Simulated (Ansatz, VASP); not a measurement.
# Two plane-wave programs on CaO

POSCAR

```
CaO
1.0
   -0.0326066816      2.3649434329      2.3649434329
    2.3649434329     -0.0326066816      2.3649434329
    2.3649434329      2.3649434329     -0.0326066816
Ca O
1 1
Direct
    0.0000000000      0.0000000000      0.0000000000
    0.5000000000      0.5000000000      0.5000000000
```

The input INCAR.step1:

```
SYSTEM = CaO
PREC     = Accurate       ! precision mode
ENCUT    = 910            ! plane-wave cutoff, eV
ISMEAR   = 0              ! smearing method
SIGMA    = 0.01           ! smearing width, eV
LREAL    = .False.        ! projectors in reciprocal space
LASPH    = .True.         ! aspherical terms in the spheres
NELM     = 120            ! most SCF steps
NBANDS   = 15             ! bands
GGA      = PE             ! functional
ALGO     = Normal         ! electronic algorithm
EDIFF    = 1E-5           ! SCF threshold, eV
LWAVE    = .True.         ! write WAVECAR
LCHARG   = .False.        ! write CHGCAR
GGA_COMPAT= .False.
```

The input INCAR.step2:

```
SYSTEM = CaO
PREC     = Accurate       ! precision mode
ENCUT    = 910            ! plane-wave cutoff, eV
EDIFF    = 1E-6           ! SCF threshold, eV
ISMEAR   = 0              ! smearing method
SIGMA    = 0.01           ! smearing width, eV
LREAL    = .False.        ! projectors in reciprocal space
LASPH    = .True.         ! aspherical terms in the spheres
NELM     = 120            ! most SCF steps
ALGO     = Normal         ! electronic algorithm
ISIF     = 2              ! what is computed and relaxed
LWAVE    = .False.        ! write WAVECAR
LCHARG   = .True.         ! write CHGCAR
METAGGA  = R2SCAN         ! meta-GGA
LMIXTAU  = .True.       
LELF     = .True.         ! ELF
LVHAR    = .True.       
NBANDS   = 15             ! bands
ISTART   = 1            
GGA_COMPAT= .False.
```

KPOINTS

```
regular mesh
0
Gamma
  10 10 10
  0 0 0
```

Input for Ansatz:

```yaml
crystal:
  lattice:
    - [-0.0326066816, 2.3649434329, 2.3649434329]
    - [2.3649434329, -0.0326066816, 2.3649434329]
    - [2.3649434329, 2.3649434329, -0.0326066816]
  atoms:
    - { symbol: Ca, position: [0.0, 0.0, 0.0] }
    - { symbol: O, position: [0.5, 0.5, 0.5] }
kpoints:
  mp_grid: { grid: [10, 10, 10] }
  band_path:
    path:
      - [0.0, 0.0, 0.0]
      - [0.5, 0.0, 0.5]
      - [0.625, 0.25, 0.625]
      - [0.375, 0.375, 0.75]
      - [0.5, 0.5, 0.5]
      - [0.5, 0.25, 0.75]
    npoints: 1
hamiltonian:
  xc: r2scan
scf:
  occupations: { method: fixed }
  n_extra_bands: 4
output:
  forces: true
  stress: true
  eigenvalues: true
```

Change from the starting cell: shear_111 strain -2.0%.

Alike in both runs: task single point; functional r2SCAN; k mesh 10 × 10 × 10; no spin polarisation.

|  | VASP | Ansatz |
| --- | --- | --- |
| version | VASP 6.6.1 | Ansatz 0.2.0 |
| potentials or method | VASP PAW PBE potentials, release 64 (Ca_sv, O_h) | plane waves, PAW |
| plane-wave cutoff (eV) | 910 | 500 |
| occupations | gaussian, width 0.01 eV | fixed |
| valence electrons in the cell | 16 | 16 |

|  | VASP | Ansatz | Ansatz less VASP |
| --- | --- | --- | --- |
| gap on the k mesh at the Fermi level (eV) | 4.14 | 4.14 | +0.009 |

VASP's potentials were made for PBE, not for r2SCAN.

Noted on VASP's run: the cutoff is under 1.25 times that of the potentials, so the pressure is a little rough.
